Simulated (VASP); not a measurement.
Input of a VASP 6.6.1 run:

File POSCAR:

```
HgTe
1.0
   -2.9503648810      2.9503648810      1.6617107840
    2.9503648810     -2.9503648810      1.6617107840
    2.9503648810      2.9503648810     -1.6617107840
Hg Te
1 1
Direct
    0.2500000000      0.7500000000      0.5000000000
    0.0000000000      0.0000000000      0.0000000000
```

INCAR.step1

```
SYSTEM = HgTe
PREC = Accurate
ENCUT = 520
ISMEAR = 0
SIGMA = 0.15
LREAL = .FALSE.
LASPH = .TRUE.
NELM = 60
NBANDS = 16
GGA = PE
ALGO = Normal
EDIFF = 1E-4
LWAVE = .TRUE.
LCHARG = .FALSE.
```

INCAR.step2

```
SYSTEM = HgTe
PREC = Accurate
ENCUT = 520
EDIFF = 1E-6
ISMEAR = 0
SIGMA = 0.15
LREAL = .FALSE.
LASPH = .TRUE.
NELM = 60
ALGO = Normal
ISIF = 2
LWAVE = .FALSE.
LCHARG = .FALSE.
METAGGA = R2SCAN
LMIXTAU = .TRUE.
NBANDS = 16
ISTART = 1
```

Contents of KPOINTS:

```
Automatic mesh
0
G
  18 18 18
  0 0 0
```

Potentials or basis: VASP PAW PBE potentials, release 64 (Hg, Te).

Command:

```console
$ cat potpaw_PBE.64/Hg/POTCAR potpaw_PBE.64/Te/POTCAR > POTCAR
$ cp INCAR.step1 INCAR
$ mpirun -np 1 vasp_std > vasp.out
$ cp INCAR.step2 INCAR
$ mpirun -np 1 vasp_std > vasp.out
```

(1) Estimate the band gap on the k mesh.

(2) Predict the pressure.

Results:

(1) zero (bands 9 and 10 overlap by 4.06 eV).

(2) -1.3 GPa.

Caveat: the PAW data sets were made with another functional, which shifts forces and pressure a little; spin-orbit coupling is left out, which moves the levels of the heavy elements.
